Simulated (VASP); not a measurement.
Runs of VASP 6.6.1 on Pb. The structure is that of space group P6/mmm (No. 191), or close to it. The cells are those of the table. This isn't the form of Pb at room conditions, which is fcc.

```tsv
cell	k mesh	gap on the mesh (eV)	pressure (GPa)
a = 5.574, b = 5.574, c = 3.386 Å, angles 90.0, 90.0, 120.0°, 3 atoms	8 × 8 × 11	none	-1.7
a = 5.644, b = 5.644, c = 3.429 Å, angles 90.0, 90.0, 120.0°, 3 atoms	8 × 8 × 11	none	(a)
a = 5.501, b = 5.501, c = 3.342 Å, angles 90.0, 90.0, 120.0°, 3 atoms	7 × 7 × 9	none	0.0
a = 5.350, b = 5.350, c = 3.251 Å, angles 90.0, 90.0, 120.0°, 3 atoms	8 × 8 × 11	none	5.5
a = 5.427, b = 5.427, c = 3.297 Å, angles 90.0, 90.0, 120.0°, 3 atoms	8 × 8 × 11	none	2.5
a = 5.272, b = 5.272, c = 3.203 Å, angles 90.0, 90.0, 120.0°, 3 atoms	8 × 8 × 11	none	9.3
a = 5.501, b = 5.501, c = 3.342 Å, angles 90.0, 90.0, 120.0°, 3 atoms	8 × 8 × 11	none	(b)
```

Alike in all rows: task single point; level LDA; potentials or basis VASP PAW LDA potentials, release 64 (Pb_d); no spin polarisation; cutoff (eV) 520; smearing fermi-dirac 0.1 eV.

**Question.** Estimate the missing entries.

**Answer.** (a) -3.2; (b) 0.2.

Caveats: spin-orbit coupling is left out, which moves the levels of the heavy elements; the cell stands under pressure (at least some runs); the cell stands under tension (at least some runs).

A k mesh can miss the band edges, and the runs leave out spin-orbit coupling on Pb.

A gap of «none» marks levels without a gap at the run's occupations.
